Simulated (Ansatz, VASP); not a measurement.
LiRuPb: VASP beside Ansatz

```
CELL_PARAMETERS angstrom
4.38365 0.00000 0.00000
-2.19182 3.79635 0.00000
0.00000 0.00000 3.03223
ATOMIC_POSITIONS crystal
Li 0.66667 0.33333 0.50000
Ru 0.00000 0.00000 0.00000
Pb 0.33333 0.66667 0.50000
```

Alike in both runs: task relaxation of cell and atoms; functional PBE; k mesh 12 × 12 × 16; occupations gaussian, width 0.1 eV; no spin polarisation.

|  | VASP | Ansatz |
| --- | --- | --- |
| version | VASP 6.6.1 | Ansatz 0.2.0 |
| potentials or method | VASP PAW PBE potentials, release 64 (Li_sv, Ru_pv, Pb_d), cutoff 600 eV | scalar-relativistic, plane waves, PAW |
| valence electrons in the cell | 31 | 33 |

VASP gave:

- gap on the k mesh at the Fermi level, each at its own relaxed structure (eV): none
- relaxed volume (Å³/atom): 16.80
- relaxed cell length with the largest relative difference (Å): 4.394

What did Ansatz give for the same quantities?

gap on the k mesh at the Fermi level, each at its own relaxed structure (eV): none; relaxed volume (Å³/atom): 16.79; relaxed cell length with the largest relative difference (Å): 4.392.

A gap of «none» marks a metal or a gap that the smearing closes. VASP's potentials hold 31 valence electrons a cell and Ansatz's 33, so a difference there can come from the potentials and not from the codes.

Spin-orbit coupling is off throughout. Noted on VASP's run: the cutoff is short for stress, so the pressure is rough.
